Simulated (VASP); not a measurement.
# ScGa5S (F-43m) in VASP: further runs

ScGa5S is run at these levels: PBE; tasks: single point.

Everything below comes from runs of VASP 6.6.1. Logs are shortened: lines on timing, memory, paths and dates and some standing lists are left out, and cuts for length are marked.

## (1) The cell of the first run

It takes space group F-43m (No. 216, cubic). Conventional cell: a = 9.622 Å, b = 9.622 Å, c = 9.622 Å, α = 90.00°, β = 90.00°, γ = 90.00°. Sc (site symmetry -43m) has 4 Ga at 2.58 Å within 3.4 Å. Within 3.4 Å of Ga (site symmetry 3m) lie 1 Sc at 2.58 Å and 3 Ga at 2.58 Å. Within 5.2 Å of Ga (site symmetry -43m) lie 12 Ga at 3.93 Å and 4 S at 4.17 Å and 6 Sc at 4.81 Å. S (site symmetry -43m) has 16 Ga at 4.11 to 4.17 Å and 4 Sc at 4.17 Å within 5.4 Å.

## (2) Single point, PBE

Contents of INCAR:

```
ALGO = Normal
EDIFF = 1E-6
ENCUT = 520
GGA = PE
ISIF = 2
ISMEAR = 0
LASPH = True
LCHARG = True
LELF = True
LREAL = False
LVHAR = True
LWAVE = False
NBANDS = 50
NELM = 60
PREC = Accurate
SIGMA = 0.2
```

Contents of KPOINTS:

```
k-points
0
Gamma
  3 3 3
```

Contents of POSCAR:

```
ScGa5S
1.0
    0.0000000000      4.8110275799      4.8110275799
    4.8110275799      0.0000000000      4.8110275799
    4.8110275799      4.8110275799      0.0000000000
Sc Ga S
1 5 1
Direct
    0.5000000000      0.5000000000      0.5000000000
    0.6550311055      0.6550311055      0.6550311055
    0.6550311055      0.6550311055      0.0349066835
    0.6550311055      0.0349066835      0.6550311055
    0.0349066835      0.6550311055      0.6550311055
    0.0000000000      0.0000000000      0.0000000000
    0.2500000000      0.2500000000      0.2500000000
```

Potentials or basis: VASP PAW PBE potentials, release 64 (Sc_sv, Ga_d, S).

Command:

```bash
$ cat potpaw_PBE.64/Sc_sv/POTCAR potpaw_PBE.64/Ga_d/POTCAR potpaw_PBE.64/S/POTCAR > POTCAR
$ mpirun -np 1 vasp_std > vasp.out
```

OUTCAR:

```text
EDIFF = 1E-6
   ENCUT = 520
   GGA = PE
   ISIF = 2
   ISMEAR = 0
   LASPH = True
   LREAL = False
   NELM = 60
   PREC = Accurate

 ion  position               nearest neighbor table
   1  0.500  0.500  0.500-   2 2.58   3 2.58   4 2.58   5 2.58
   2  0.655  0.655  0.655-   1 2.58   3 2.58   4 2.58   5 2.58
   3  0.655  0.655  0.035-   1 2.58   2 2.58   4 2.58   5 2.58
   4  0.655  0.035  0.655-   1 2.58   2 2.58   3 2.58   5 2.58
   5  0.035  0.655  0.655-   1 2.58   2 2.58   3 2.58   4 2.58
   6  0.000  0.000  0.000-
   7  0.250  0.250  0.250-

  LATTYP: Found a face centered cubic cell.
 ALAT       =     9.6220551598

  Lattice vectors:

 A1 = (   0.0000000000,   4.8110275799,   4.8110275799)
 A2 = (   4.8110275799,   0.0000000000,   4.8110275799)
 A3 = (   4.8110275799,   4.8110275799,   0.0000000000)

Analysis of symmetry for initial positions (statically):
=====================================================================
 Subroutine PRICEL returns:
 Original cell was already a primitive cell.

 Routine SETGRP: Setting up the symmetry group for a
 face centered cubic supercell.

 Subroutine GETGRP returns: Found 24 space group operations
 (whereof 24 operations were pure point group operations)
 out of a pool of 48 trial point group operations.

The static configuration has the point symmetry T_d .

Analysis of symmetry for dynamics (positions and initial velocities):
=====================================================================
 Subroutine PRICEL returns:
 Original cell was already a primitive cell.

 Routine SETGRP: Setting up the symmetry group for a
 face centered cubic supercell.

 Subroutine GETGRP returns: Found 24 space group operations
 (whereof 24 operations were pure point group operations)
 out of a pool of 48 trial point group operations.

The dynamic configuration has the point symmetry T_d .

 Subroutine INISYM returns: Found 24 space group operations
 (whereof 24 operations are pure point group operations),
 and found     1 'primitive' translations

----------------------------------------------------------------------------------------

                                     Primitive cell

  volume of cell :     222.7120

  direct lattice vectors                    reciprocal lattice vectors
     0.000000000  4.811027580  4.811027580    -0.103927901  0.103927901  0.103927901
     4.811027580  0.000000000  4.811027580     0.103927901 -0.103927901  0.103927901
     4.811027580  4.811027580  0.000000000     0.103927901  0.103927901 -0.103927901

  length of vectors
     6.803820452  6.803820452  6.803820452     0.180008406  0.180008406  0.180008406

  position of ions in fractional coordinates (direct lattice)
     0.500000000  0.500000000  0.500000000
     0.655031106  0.655031106  0.655031106
     0.655031106  0.655031106  0.034906683
     0.655031106  0.034906683  0.655031106
     0.034906683  0.655031106  0.655031106
     0.000000000  0.000000000  0.000000000
     0.250000000  0.250000000  0.250000000

  ion indices of the primitive-cell ions
   primitive index   ion index
                 1           1
                 2           2
                 3           3
                 4           4
                 5           5
                 6           6
                 7           7

----------------------------------------------------------------------------------------

 KPOINTS: k-points

Automatic generation of k-mesh.
 Grid dimensions read from file:
 generate k-points for:    3    3    3

 Generating k-lattice:

  Cartesian coordinates                     Fractional coordinates (reciprocal lattice)
    -0.034642634  0.034642634  0.034642634     0.333333333  0.000000000  0.000000000
     0.034642634 -0.034642634  0.034642634     0.000000000  0.333333333  0.000000000
     0.034642634  0.034642634 -0.034642634     0.000000000  0.000000000  0.333333333

  Length of vectors
     0.060002802  0.060002802  0.060002802

  Shift w.r.t. Gamma in fractional coordinates (k-lattice)
     0.000000000  0.000000000  0.000000000

 Subroutine IBZKPT returns following result:
 ===========================================

 Found      4 irreducible k-points:

 Following reciprocal coordinates:
            Coordinates               Weight
  0.000000  0.000000  0.000000      1.000000
  0.333333  0.000000  0.000000      8.000000
  0.333333  0.333333  0.000000      6.000000
 -0.333333  0.333333  0.000000     12.000000
   k-points           NKPTS =      4   k-points in BZ     NKDIM =      4   number of bands    NBANDS=     50
   number of dos      NEDOS =    301   number of ions     NIONS =      7
   total plane-waves  NPLWV = 157464
   dimension x,y,z NGX =    54 NGY =   54 NGZ =   54
   dimension x,y,z NGXF=   108 NGYF=  108 NGZF=  108
   ions per type =               1   5   1
   NGX,Y,Z   is equivalent  to a cutoff of  13.19, 13.19, 13.19 a.u.
   NGXF,Y,Z  is equivalent  to a cutoff of  26.39, 26.39, 26.39 a.u.
 SYSTEM =  unknown system
   PREC   = accura    normal or accurate (medium, high low for compatibility)
   ISTART =      0    job   : 0-new  1-cont  2-samecut
   ICHARG =      2    charge: 1-file 2-atom 10-const
   ISPIN  =      1    spin polarized calculation?
   LNONCOLLINEAR =      F non collinear calculations
   LSORBIT =      F    spin-orbit coupling
   LASPH  =      T    aspherical Exc in radial PAW
   ENCUT  =  520.0 eV  38.22 Ry    6.18 a.u.  12.65 12.65 12.65*2*pi/ulx,y,z
   NELM   =     60;   NELMIN=  2; NELMDL= -5     # of ELM steps
   EDIFF  = 0.1E-05   stopping-criterion for ELM
   LREAL  =      F    real-space projection
   EDIFFG = 0.1E-04   stopping-criterion for IOM
   NSW    =      0    number of steps for IOM
   IBRION =     -1    ionic relax: 0-MD 1-quasi-New 2-CG
   NFREE  =      0    steps in history (QN), initial steepest desc. (CG)
   ISIF   =      2    stress and relaxation
   ISYM   =      2    0-nonsym 1-usesym 2-fastsym
   POTIM  = 0.5000    time-step for ionic-motion
   TEBEG  =    0.0;   TEEND  =   0.0 temperature during run
   PSTRESS=    0.0 pullay stress
   NELECT =      82.0000    total number of electrons
   NUPDOWN=      -1.0000    fix difference up-down
   EMIN   =  10.00;   EMAX   =-10.00  energy-range for DOS
   EFERMI =   0.00;   METHOD = LEGACY
   ISMEAR =     0;   SIGMA  =   0.20  broadening in eV -4-tet -1-fermi 0-gaus
   EFERMI_NEDOS =   21; number of points for ismear=-14 and -15
   IALGO  =     38    algorithm
   IMIX   =      4    mixing-type and parameters
     AMIX     =   0.40;   BMIX     =  1.00
     AMIX_MAG =   1.60;   BMIX_MAG =  1.00
  volume/ion in A,a.u.               =      31.82       214.70
  Fermi-wavevector in a.u.,A,eV,Ry     =   1.173361  2.217331 18.732171  1.376776
  Thomas-Fermi vector in A             =   2.309775
   LORBIT       =      0    0 simple, 1 ext, 2 COOP (PROOUT), +10 PAW based schemes
   GGA     = PE    functional components
   LHFCALC =     F    Hartree Fock is set to
   AEXX    =    0.0000 exact exchange contribution
   IVDW    =     0    specifies the selected vdW correction
   LEPSILON=     F    determine dielectric tensor
   LRPA    =     F    only Hartree local field effects (RPA)
 non-spin polarized calculation
 Gauss-broadening in eV      SIGMA  =   0.20
  energy-cutoff  :      520.00
  volume of cell :      222.71
 maximum number of plane-waves:      6014
 NGX is ok and might be reduce to    50
   NGX = 25   NGY = 25   NGZ = 25

 number of electron      81.9999997 magnetization

 Free energy of the ion-electron system (eV)
  ---------------------------------------------------
  ext. energy  EPLUGINS =         0.00000000
  ---------------------------------------------------
  free energy    TOTEN  =       -20.09462374 eV

  energy without entropy =      -19.95398673  energy(sigma->0) =      -20.02430524

 E-fermi :   1.1997     XC(G=0):  -8.2756

 val. band max:        1.0641202445   @ k =  -0.3333   0.3333   0.0000
 cond. band min:       1.2626180236   @ k =   0.3333   0.0000   0.0000
 fundamental gap:      0.1984977791
 Fermi energy:         1.1996552914

 k-point     1 :       0.0000    0.0000    0.0000
  band No.  band energies     occupation
      1     -48.3801      2.00000
      2     -27.0469      2.00000
      3     -27.0469      2.00000
      4     -27.0469      2.00000
      5     -13.7462      2.00000
      6     -13.7462      2.00000
[... 42 lines left out ...]
     49       4.3039      0.00000
     50       4.3567      0.00000

 k-point     2 :       0.3333    0.0000    0.0000
  band No.  band energies     occupation
      1     -48.3801      2.00000
      2     -27.0469      2.00000
      3     -27.0469      2.00000
      4     -27.0469      2.00000
      5     -13.7462      2.00000
      6     -13.7462      2.00000
[... 42 lines left out ...]
     49       3.8817      0.00000
     50       3.8910      0.00000

 k-point     3 :       0.3333    0.3333    0.0000
  band No.  band energies     occupation
      1     -48.3801      2.00000
      2     -27.0469      2.00000
      3     -27.0469      2.00000
      4     -27.0469      2.00000
      5     -13.7463      2.00000
      6     -13.7462      2.00000
[... 42 lines left out ...]
     49       3.8215      0.00000
     50       3.9740      0.00000

 k-point     4 :      -0.3333    0.3333    0.0000
  band No.  band energies     occupation
      1     -48.3801      2.00000
      2     -27.0469      2.00000
      3     -27.0469      2.00000
      4     -27.0469      2.00000
      5     -13.7463      2.00000
      6     -13.7462      2.00000
[... 42 lines left out ...]
     49       3.9816      0.00000
     50       4.4132      0.00000

------------------------ aborting loop because EDIFF is reached ----------------------------------------

  FORCE on cell =-STRESS in cart. coord.  units (eV):
  Direction    XX          YY          ZZ          XY          YZ          ZX
  --------------------------------------------------------------------------------------
  -------------------------------------------------------------------------------------
  Total        0.3939662      0.3939662      0.3939662     -0.0000000     -0.0000000     -0.0000000
  in kB        2.8341709      2.8341709      2.8341709     -0.0000000     -0.0000000     -0.0000000
  external PRESSURE =       2.8341709 kB  Pullay stress =       0.0000000 kB

 VOLUME and BASIS-vectors are now :
 -----------------------------------------------------------------------------
  energy-cutoff  :      520.00
  volume of cell :      222.71
      direct lattice vectors                 reciprocal lattice vectors
     0.000000000  4.811027580  4.811027580    -0.103927901  0.103927901  0.103927901
     4.811027580  0.000000000  4.811027580     0.103927901 -0.103927901  0.103927901
     4.811027580  4.811027580  0.000000000     0.103927901  0.103927901 -0.103927901

 POSITION                                       TOTAL-FORCE (eV/Angst)
 -----------------------------------------------------------------------------------
      4.81103      4.81103      4.81103         0.000000      0.000000      0.000000
      6.30275      6.30275      6.30275        -0.013090     -0.013090     -0.013090
      3.31931      3.31931      6.30275         0.013090      0.013090     -0.013090
      3.31931      6.30275      3.31931         0.013090     -0.013090      0.013090
      6.30275      3.31931      3.31931        -0.013090      0.013090      0.013090
      0.00000      0.00000      0.00000         0.000000      0.000000      0.000000
      2.40551      2.40551      2.40551         0.000000      0.000000      0.000000
 -----------------------------------------------------------------------------------
    total drift:                               -0.000006     -0.000006     -0.000006

  FREE ENERGIE OF THE ION-ELECTRON SYSTEM (eV)
  ---------------------------------------------------
  free  energy   TOTEN  =       -20.0946237420 eV

  energy  without entropy=      -19.9539867300  energy(sigma->0) =      -20.02430524
```

Run time: 75 s. Hardware: 1 thread of Intel Xeon Platinum 8488C (Sapphire Rapids), shared host; peak memory 0.39 GiB.

What came out:

| Quantity | Value |
| --- | --- |
| Free energy | -20.0946 eV |
| Pressure | 0.3 GPa |
| Largest force | 0.023 eV/Å |
| Band gap on the k mesh | zero (band 41 reaches 1.32 eV, above the bottom of band 42 at 0.72 eV) |

Forces in eV/Å, atoms in the order of the input:
```
Sc   0.000  0.000  0.000
Ga  -0.013 -0.013 -0.013
Ga   0.013  0.013 -0.013
Ga   0.013 -0.013  0.013
Ga  -0.013  0.013  0.013
Ga   0.000  0.000  0.000
S    0.000  0.000  0.000
```

Levels at points of the mesh, in eV from the Fermi level:
```tsv
k point	band 37	band 38	band 39	band 40	band 41	band 42	band 43	band 44	band 45	band 46
(0.00, 0.00, 0.00)	-1.02	-1.02	-1.02	-0.48	-0.48	-0.48	0.12	0.12	1.85	1.85
```

Caveat: the k points lie up to 0.38 Å⁻¹ apart.

## (3) Single point, PBE

This run uses another cell than the first one, of 24.53 Å³/atom, 0.771 times its volume.

Contents of INCAR:

```
SYSTEM = ScGa5S
PREC     = Accurate       ! precision mode
ENCUT    = 520            ! plane-wave cutoff, eV
EDIFF    = 1E-6           ! SCF threshold, eV
ISMEAR   = 0              ! smearing method
SIGMA    = 0.2            ! smearing width, eV
LREAL    = .FALSE.        ! projectors in reciprocal space
LASPH    = .TRUE.         ! aspherical terms in the spheres
NELM     = 80             ! most SCF steps
ALGO     = Normal         ! electronic algorithm
ISIF     = 2              ! what is computed and relaxed
LWAVE    = .FALSE.        ! write WAVECAR
LCHARG   = .TRUE.         ! write CHGCAR
GGA      = PE             ! functional
LELF     = .TRUE.         ! ELF
LVHAR    = .TRUE.       
NBANDS   = 50             ! bands
```

Contents of KPOINTS:

```
regular mesh
0
G
  4 4 4
  0 0 0
```

Contents of POSCAR:

```
ScGa5S
1.0
    0.0000000000      4.4114242486      4.4114242486
    4.4114242486      0.0000000000      4.4114242486
    4.4114242486      4.4114242486      0.0000000000
Sc Ga S
1 5 1
Direct
    0.2500000000      0.2500000000      0.2500000000
    0.5000000000      0.5000000000      0.5000000000
    0.8982796511      0.8982796511      0.8982796511
    0.8982796511      0.8982796511      0.3051610466
    0.8982796511      0.3051610466      0.8982796511
    0.3051610466      0.8982796511      0.8982796511
    0.7500000000      0.7500000000      0.7500000000
```

Potentials or basis: VASP PAW PBE potentials, release 64 (Sc_sv, Ga_d, S).

Command:

```bash
$ cat potpaw_PBE.64/Sc_sv/POTCAR potpaw_PBE.64/Ga_d/POTCAR potpaw_PBE.64/S/POTCAR > POTCAR
$ mpirun -np 1 vasp_std > vasp.out
```

It took 1.9 min on 1 thread of Intel Xeon Platinum 8488C (Sapphire Rapids), shared host; peak memory 0.33 GiB.

Results (log left out):

```yaml
Free_energy: -22.3013 eV
Pressure: 0.6 GPa
Largest_force: 0.087 eV/Å
Band_gap_on_the_k_mesh: zero (band 41 reaches 4.42 eV, above the bottom of band 42 at 4.11 eV)
```

Forces in eV/Å, atoms in the order of the input:
```
Sc   0.000  0.000  0.000
Ga   0.000  0.000  0.000
Ga  -0.050 -0.050 -0.050
Ga   0.050  0.050 -0.050
Ga   0.050 -0.050  0.050
Ga  -0.050  0.050  0.050
S    0.000  0.000  0.000
```

Levels at points of the mesh, in eV from the Fermi level:
| k point | band 38 | band 39 | band 40 | band 41 | band 42 | band 43 | band 44 | band 45 |
| --- | --- | --- | --- | --- | --- | --- | --- | --- |
| (0.00, 0.00, 0.00) | -3.84 | -1.12 | -1.12 | 0.40 | 0.50 | 0.50 | 0.50 | 1.16 |
| (0.50, 0.00, 0.00) | -2.88 | -1.37 | -1.10 | -1.10 | 0.39 | 0.39 | 0.71 | 0.78 |
| (0.50, 0.50, 0.00) | -2.48 | -1.29 | 0.01 | 0.08 | 0.08 | 0.42 | 0.52 | 0.52 |
